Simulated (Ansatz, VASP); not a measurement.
**Si in VASP and in Ansatz**

```xyz
2
Lattice="0.0000 2.6985 2.6985 2.6985 0.0000 2.6985 2.6985 2.6985 0.0000" Properties=species:S:1:pos:R:3 pbc="T T T"
Si    2.6985    2.6985    2.6985
Si    4.0478    4.0478    4.0478
```

Alike in both runs: task single point; functional PBEsol; k mesh 12 × 12 × 12; no spin polarisation.

|  | VASP | Ansatz |
| --- | --- | --- |
| version | VASP 6.6.1 | Ansatz 0.2.0 |
| potentials or method | VASP PAW PBE potentials, release 64 (Si), cutoff 520 eV | scalar-relativistic, plane waves, PAW |
| occupations | gaussian, width 0.01 eV | fixed |
| valence electrons in the cell | 8 | 8 |

VASP gave:

| Quantity | Value |
| --- | --- |
| gap on the k mesh at the Fermi level (eV) | 0.42 |
| least direct gap on the mesh (eV) | 2.52 |
| pressure (GPa) | 2.1 |

**Question.** What did Ansatz give for the same quantities?

**Answer.** gap on the k mesh at the Fermi level (eV): 0.43; least direct gap on the mesh (eV): 2.53; pressure (GPa): 2.0.

VASP's potentials were made for PBE, not for PBEsol.
